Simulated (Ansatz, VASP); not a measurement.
# Two plane-wave programs on Si2C

The input INCAR:

```
SYSTEM = Si2C
PREC = Accurate ; ENCUT = 600
EDIFF = 1E-7 ; ISMEAR = 0
SIGMA = 0.1 ; LREAL = .False.
LASPH = .True. ; NELM = 60
ALGO = Normal ; ISIF = 3
LWAVE = .False. ; LCHARG = .False.
GGA = PE ; IBRION = 2
NSW = 90 ; EDIFFG = -0.04
```

KPOINTS

```
Automatic mesh
0
Gamma
  6 6 4
  0 0 0
```

The input POSCAR:

```
Si2C
1.0
    2.6065567100      0.0000000000      0.0000000000
   -1.3032783600      2.2573443300      0.0000000000
    0.0000000000      0.0000000000      7.3431248300
Si C
2 1
Direct
    0.0000000000      0.0000000000      0.3333333300
    0.0000000000      0.0000000000      0.6666666700
    0.0000000000      0.0000000000      0.0000000000
```

Input for Ansatz:

```yaml
crystal:
  lattice:
    - [2.60655671, 0.0, 0.0]
    - [-1.30327836, 2.25734433, 0.0]
    - [0.0, 0.0, 7.34312483]
  atoms:
    - { symbol: Si, position: [0.0, 0.0, 0.33333333] }
    - { symbol: Si, position: [0.0, 0.0, 0.66666667] }
    - { symbol: C, position: [0.0, 0.0, 0.0] }
basis:
  ecutwfc: 420
kpoints:
  mp_grid: { grid: [6, 6, 4] }
hamiltonian:
  xc: pbe
scf:
  occupations: { method: gaussian, width: 0.1 }
  lower_state_search: "off"
output:
  forces: true
  stress: true
  eigenvalues: true
relax:
  adjacent_minimum: "off"
  f_tol: 0.04
  max_steps: 70
  cell: { stress_tol: 0.4 }
```

Alike in both runs: task relaxation of cell and atoms; functional PBE; k mesh 6 × 6 × 4; occupations gaussian, width 0.1 eV; no spin polarisation.

|  | VASP | Ansatz |
| --- | --- | --- |
| version | VASP 6.6.1 | Ansatz 0.2.0 |
| potentials or method | VASP PAW PBE potentials, release 64 (Si, C), cutoff 600 eV | scalar-relativistic, plane waves, PAW |
| valence electrons in the cell | 12 | 12 |

Ansatz gave:

```
gap on the k mesh at the Fermi level, each at its own relaxed structure (eV) : none
relaxed volume (Å³/atom)                                                     : 12.22
relaxed cell length with the largest relative difference (Å)                 : 6.293
```

**Question.** What did VASP give for the same quantities?

**Answer.** gap on the k mesh at the Fermi level, each at its own relaxed structure (eV): none; relaxed volume (Å³/atom): 12.24; relaxed cell length with the largest relative difference (Å): 6.297.

A gap of «none» marks a metal or a gap that the smearing closes.

The k mesh is coarse, so the values compare programs but aren't converged. Noted on VASP's run: the volume moved by over 15 % at a fixed basis, so the end points are rough.
